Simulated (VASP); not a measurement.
# SiC (Moissanite) (P6_3mc) in VASP: further runs

Aim: see how the results for SiC (Moissanite) move with the level of theory and the settings. Levels: PBEsol+D4, revPBE+D3(BJ). Tasks: single point.

Program: VASP 6.6.1. These are calculated values, not measurements. Logs are shortened: lines on timing, memory, paths and dates and some standing lists are left out, and cuts for length are marked.

### Step 1. The cell of the first run

The structure is hexagonal, space group P6_3mc (No. 186). Conventional cell: a = 3.013 Å, b = 3.013 Å, c = 4.945 Å, α = 90.00°, β = 90.00°, γ = 120.00°. Within 2.4 Å of Si (site symmetry 3m) lie 4 C at 1.83 to 1.90 Å. C (site symmetry 3m) has 4 Si at 1.83 to 1.90 Å within 2.4 Å.

### Step 2. Single point, PBEsol+D4

Input file INCAR:

```
SYSTEM = SiC
ALGO = Normal
EDIFF = 1E-7
ENCUT = 520
GGA = PS
ISIF = 2
ISMEAR = -1
IVDW = 13
LASPH = .True.
LCHARG = .True.
LELF = .True.
LREAL = .False.
LVHAR = .True.
LWAVE = .False.
NBANDS = 16
NELM = 100
PREC = Accurate
SIGMA = 0.05
```

Input file KPOINTS:

```
k-points
0
Gamma
  10 10 5
  0 0 0
```

Input file POSCAR:

```
SiC
1.0
    3.0132068704      0.0000000000      0.0000000000
   -1.5066034352      2.6095136966      0.0000000000
    0.0000000000      0.0000000000      4.9449506768
Si C
2 2
Direct
    0.6666666667      0.3333333333      0.5000000000
    0.3333333333      0.6666666667      0.0000000000
    0.6666666667      0.3333333333      0.8850000000
    0.3333333333      0.6666666667      0.3850000000
```

Potentials or basis: VASP PAW PBE potentials, release 64 (Si, C).

The run is started by

```bash
$ cat potpaw_PBE.64/Si/POTCAR potpaw_PBE.64/C/POTCAR > POTCAR
$ mpirun -np 1 vasp_std > vasp.out
```

OUTCAR:

```text
SYSTEM = SiC
   EDIFF = 1E-7
   ENCUT = 520
   GGA = PS
   ISIF = 2
   ISMEAR = -1
   IVDW = 13
   LASPH = .True.
   LREAL = .False.
   NELM = 100
   PREC = Accurate

 ion  position               nearest neighbor table
   1  0.667  0.333  0.500-   4 1.83   4 1.83   4 1.83   3 1.90   2 3.02   2 3.02   2 3.02   2 3.02
                             2 3.02   2 3.02
   2  0.333  0.667  0.000-   3 1.83   3 1.83   3 1.83   4 1.90   1 3.02   1 3.02   1 3.02   1 3.02
                             1 3.02   1 3.02
   3  0.667  0.333  0.885-   2 1.83   2 1.83   2 1.83   1 1.90
   4  0.333  0.667  0.385-   1 1.83   1 1.83   1 1.83   2 1.90

  LATTYP: Found a hexagonal cell.
 ALAT       =     3.0132068704
 C/A-ratio  =     1.6410923277

  Lattice vectors:

 A1 = (   3.0132068704,   0.0000000000,   0.0000000000)
 A2 = (  -1.5066034352,   2.6095136966,   0.0000000000)
 A3 = (   0.0000000000,   0.0000000000,   4.9449506768)

Analysis of symmetry for initial positions (statically):
=====================================================================
 Subroutine PRICEL returns:
 Original cell was already a primitive cell.

 Routine SETGRP: Setting up the symmetry group for a
 hexagonal supercell.

 Subroutine GETGRP returns: Found 12 space group operations
 (whereof  6 operations were pure point group operations)
 out of a pool of 24 trial point group operations.

The static configuration has the point symmetry C_3v.
 The point group associated with its full space group is C_6v.

Analysis of symmetry for dynamics (positions and initial velocities):
=====================================================================
 Subroutine PRICEL returns:
 Original cell was already a primitive cell.

 Routine SETGRP: Setting up the symmetry group for a
 hexagonal supercell.

 Subroutine GETGRP returns: Found 12 space group operations
 (whereof  6 operations were pure point group operations)
 out of a pool of 24 trial point group operations.

The dynamic configuration has the point symmetry C_3v.
 The point group associated with its full space group is C_6v.

 Subroutine INISYM returns: Found 12 space group operations
 (whereof  6 operations are pure point group operations),
 and found     1 'primitive' translations

----------------------------------------------------------------------------------------

                                     Primitive cell

  volume of cell :      38.8822

  direct lattice vectors                    reciprocal lattice vectors
[... 95 lines left out ...]
   IBRION =     -1    ionic relax: 0-MD 1-quasi-New 2-CG
   NFREE  =      0    steps in history (QN), initial steepest desc. (CG)
   ISIF   =      2    stress and relaxation
   ISYM   =      2    0-nonsym 1-usesym 2-fastsym
   POTIM  = 0.5000    time-step for ionic-motion
   TEBEG  =    0.0;   TEEND  =   0.0 temperature during run
   PSTRESS=    0.0 pullay stress
   NELECT =      16.0000    total number of electrons
   NUPDOWN=      -1.0000    fix difference up-down
   EMIN   =  10.00;   EMAX   =-10.00  energy-range for DOS
   EFERMI =   0.00;   METHOD = LEGACY
   ISMEAR =    -1;   SIGMA  =   0.05  broadening in eV -4-tet -1-fermi 0-gaus
   EFERMI_NEDOS =   21; number of points for ismear=-14 and -15
   IALGO  =     38    algorithm
   IMIX   =      4    mixing-type and parameters
     AMIX     =   0.40;   BMIX     =  1.00
     AMIX_MAG =   1.60;   BMIX_MAG =  1.00
  volume/ion in A,a.u.               =       9.72        65.60
  Fermi-wavevector in a.u.,A,eV,Ry     =   1.217675  2.301072 20.173793  1.482732
  Thomas-Fermi vector in A             =   2.352987
   LORBIT       =      0    0 simple, 1 ext, 2 COOP (PROOUT), +10 PAW based schemes
   GGA     = PS    functional components
   LHFCALC =     F    Hartree Fock is set to
   AEXX    =    0.0000 exact exchange contribution
   IVDW    =    13    specifies the selected vdW correction
   LEPSILON=     F    determine dielectric tensor
   LRPA    =     F    only Hartree local field effects (RPA)
 non-spin polarized calculation
  energy-cutoff  :      520.00
  volume of cell :       38.88
 maximum number of plane-waves:      1087
 NGX is ok and might be reduce to    24
   NGX = 11   NGY = 11   NGZ = 19

 number of electron      15.9999999 magnetization

 Free energy of the ion-electron system (eV)
  ---------------------------------------------------
  ext. energy  EPLUGINS =         0.00000000
  ---------------------------------------------------
  free energy    TOTEN  =       -31.66067125 eV

  energy without entropy =      -31.66067125  energy(sigma->0) =      -31.66067125

 E-fermi :   9.9788     XC(G=0): -11.7658

 val. band max:        9.0698809496   @ k =   0.0000   0.0000   0.0000
 cond. band min:      11.2853484883   @ k =   0.3000   0.3000   0.0000
 fundamental gap:      2.2154675387
 Fermi energy:         9.9787976439

 k-point     1 :       0.0000    0.0000    0.0000
  band No.  band energies     occupation
      1      -7.1723      2.00000
      2      -3.3897      2.00000
      3      -0.0634      2.00000
      4       7.4860      2.00000
      5       7.4860      2.00000
      6       8.8028      2.00000
[... 433 lines left out ...]
      3       0.4920      2.00000
      4       2.0557      2.00000
      5       4.1168      2.00000
      6       4.9546      2.00000
[... 8 lines left out ...]
     15      20.9284      0.00000
     16      22.3178      0.00000

 [... further k-points ...]

------------------------ aborting loop because EDIFF is reached ----------------------------------------

  DFT-D4 for vdW energy calculation

  Edisp (eV):   -0.78562

  FORCE on cell =-STRESS in cart. coord.  units (eV):
  Direction    XX          YY          ZZ          XY          YZ          ZX
  --------------------------------------------------------------------------------------
  -------------------------------------------------------------------------------------
  Total       3.88835     3.88835     2.01739     0.00000     0.00000     0.00000
  in kB     160.22303   160.22303    83.12849     0.00000     0.00000     0.00000
  external pressure =      134.52 kB  Pullay stress =        0.00 kB

 VOLUME and BASIS-vectors are now :
 -----------------------------------------------------------------------------
  energy-cutoff  :      520.00
  volume of cell :       38.88
      direct lattice vectors                 reciprocal lattice vectors
     3.013206870  0.000000000  0.000000000     0.331872335  0.191606582  0.000000000
    -1.506603435  2.609513697  0.000000000     0.000000000  0.383213164  0.000000000
     0.000000000  0.000000000  4.944950677     0.000000000  0.000000000  0.202226486

 POSITION                                       TOTAL-FORCE (eV/Angst)
 -----------------------------------------------------------------------------------
      1.50660      0.86984      2.47248         0.000000     -0.000000      0.850004
     -0.00000      1.73968      0.00000        -0.000000      0.000000      0.850004
      1.50660      0.86984      4.37628         0.000000     -0.000000     -0.850004
     -0.00000      1.73968      1.90381        -0.000000      0.000000     -0.850004
 -----------------------------------------------------------------------------------
    total drift:                               -0.000000      0.000000     -0.000299

  FREE ENERGIE OF THE ION-ELECTRON SYSTEM (eV)
  ---------------------------------------------------
  free  energy   TOTEN  =       -32.4462918651 eV

  energy  without entropy=      -32.4462918650  energy(sigma->0) =      -32.44629187
```

It took 18 s on 1 thread of Intel Xeon Platinum 8375C at 2.90GHz (Ice Lake), shared host; peak memory 0.16 GiB.

Results:

```yaml
Free_energy: -32.4463 eV
Pressure: 13.5 GPa
Largest_force: 0.850 eV/Å
Band_gap_on_the_k_mesh: 2.22 eV, indirect (least direct gap 4.08 eV)
Dispersion_energy_per_atom: -0.196 eV
```

Forces on the atoms (eV/Å):
```
Si   0.000  0.000  0.850
Si   0.000  0.000  0.850
C    0.000  0.000 -0.850
C    0.000  0.000 -0.850
```

Stress tensor (GPa, compression positive):
```
16.02  0.00  0.00
 0.00 16.02  0.00
 0.00  0.00  8.31
```

Caveat: the PAW data sets were made with another functional, which shifts forces and pressure a little.

### Step 3. Single point, revPBE+D3(BJ)

Input file INCAR:

```
SYSTEM = SiC
ALGO     = Normal         ! electronic algorithm
EDIFF    = 1E-7           ! SCF threshold, eV
ENCUT    = 520            ! plane-wave cutoff, eV
GGA      = RE             ! functional
ISIF     = 2              ! what is computed and relaxed
ISMEAR   = -1             ! smearing method
IVDW     = 12             ! dispersion correction
LASPH    = .True.         ! aspherical terms in the spheres
LCHARG   = .True.         ! write CHGCAR
LELF     = .True.         ! ELF
LREAL    = .False.        ! projectors in reciprocal space
LVHAR    = .True.       
LWAVE    = .False.        ! write WAVECAR
NBANDS   = 16             ! bands
NELM     = 80             ! most SCF steps
PREC     = Accurate       ! precision mode
SIGMA    = 0.05           ! smearing width, eV
```

KPOINTS is that of step 2.

POSCAR is that of step 2.

Potentials or basis: VASP PAW PBE potentials, release 64 (Si, C).

The run is started by

```bash
$ cat potpaw_PBE.64/Si/POTCAR potpaw_PBE.64/C/POTCAR > POTCAR
$ mpirun -np 1 vasp_std > vasp.out
```

Wall time 19 s (1 thread of Intel Xeon Platinum 8375C at 2.90GHz (Ice Lake), shared host); peak memory 0.18 GiB.

The run converged. Its results:

```
Free energy                : -31.1777 eV
Pressure                   : 11.1 GPa
Largest force              : 0.862 eV/Å
Band gap on the k mesh     : 2.40 eV, indirect (least direct gap 4.22 eV)
Dispersion energy per atom : -0.637 eV
```

Forces on the atoms (eV/Å):
```
Si   0.000  0.000  0.862
Si   0.000  0.000  0.862
C    0.000  0.000 -0.862
C    0.000  0.000 -0.862
```

Stress tensor (GPa, compression positive):
```
13.66  0.00  0.00
 0.00 13.66  0.00
 0.00  0.00  5.87
```

Levels at points of the mesh, in eV from the valence-band top:
```tsv
k point	band 4	band 5	band 6	band 7	band 8	band 9	band 10	band 11	band 12	band 13
(0.00, 0.00, 0.00)	-1.58	-1.58	-0.27	-0.27	0.00	5.20	6.69	6.91	6.91	8.16
(0.50, 0.00, 0.00)	-6.69	-5.65	-3.66	-3.43	-1.49	2.73	4.28	7.26	7.45	10.35
```

Caveat: the PAW data sets were made with another functional, which shifts forces and pressure a little. Expect the measured gap to be larger: semilocal functionals such as revPBE lack the derivative discontinuity.

### Step 4. Single point, PBEsol+D4

This run uses another cell than the first one, of 9.93 Å³/atom, 1.021 times its volume.

Input file INCAR:

```
PREC = Accurate ; ENCUT = 520
EDIFF = 1E-7 ; ISMEAR = -1
SIGMA = 0.05 ; LREAL = False
LASPH = True ; NELM = 80
ALGO = Normal ; ISIF = 2
LWAVE = False ; LCHARG = False
GGA = PS ; IVDW = 13
NBANDS = 16
```

Input file KPOINTS:

```
Automatic mesh
0
Gamma
  10 10 5
```

Input file POSCAR:

```
SiC
1.0
    3.0344273363      0.0000000000      0.0000000000
   -1.5172136681      2.6278911591      0.0000000000
    0.0000000000      0.0000000000      4.9797754205
Si C
2 2
Direct
    0.6666666667      0.3333333333      0.5000000000
    0.3333333333      0.6666666667      0.0000000000
    0.6666666667      0.3333333333      0.8850000000
    0.3333333333      0.6666666667      0.3850000000
```

The run is started by

```bash
$ cat potpaw_PBE.64/Si/POTCAR potpaw_PBE.64/C/POTCAR > POTCAR
$ mpirun -np 1 vasp_std > vasp.out
```

Wall time 16 s (1 thread of Intel Xeon Platinum 8375C at 2.90GHz (Ice Lake), shared host); peak memory 0.16 GiB.

The run converged. Its results:

* Free energy: -32.5013 eV
* Pressure: 7.9 GPa
* Largest force: 0.812 eV/Å
* Band gap on the k mesh: 2.25 eV, indirect (least direct gap 4.04 eV)
* Dispersion energy per atom: -0.193 eV

Forces on the atoms (eV/Å):
```
Si   0.000  0.000  0.812
Si   0.000  0.000  0.812
C    0.000  0.000 -0.812
C    0.000  0.000 -0.812
```

Stress tensor (GPa, compression positive):
```
10.08  0.00  0.00
 0.00 10.08  0.00
 0.00  0.00  3.41
```

Levels at points of the mesh, in eV from the valence-band top:
```csv
k point,band 6,band 7,band 8,band 9,band 10,band 11
"(0.00, 0.00, 0.00)",-0.27,-0.27,0.00,4.93,6.39,6.68
"(0.50, 0.00, 0.00)",-3.64,-3.43,-1.49,2.55,4.15,6.98
```

Caveat: the PAW data sets were made with another functional, which shifts forces and pressure a little. A k mesh can miss the band edges.

### Step 5. Summary

```tsv
level	cell	gap on the mesh (eV)	pressure (GPa)	largest force (eV/Å)
PBEsol+D4	a = 3.013, b = 3.013, c = 4.945 Å, angles 90.0, 90.0, 120.0°, 4 atoms	2.22	13.5	0.85
revPBE+D3(BJ)	a = 3.013, b = 3.013, c = 4.945 Å, angles 90.0, 90.0, 120.0°, 4 atoms	2.40	11.1	0.86
PBEsol+D4	a = 3.034, b = 3.034, c = 4.980 Å, angles 90.0, 90.0, 120.0°, 4 atoms	2.25	7.9	0.81
```

Alike in all rows: task single point; potentials or basis VASP PAW PBE potentials, release 64 (Si, C); no spin polarisation; k mesh 10 × 10 × 5; cutoff (eV) 520; smearing fermi-dirac 0.05 eV.

Caveats: the PAW data sets were made with another functional, which shifts forces and pressure a little.

Absolute energies hang on the potentials; compare differences alone.
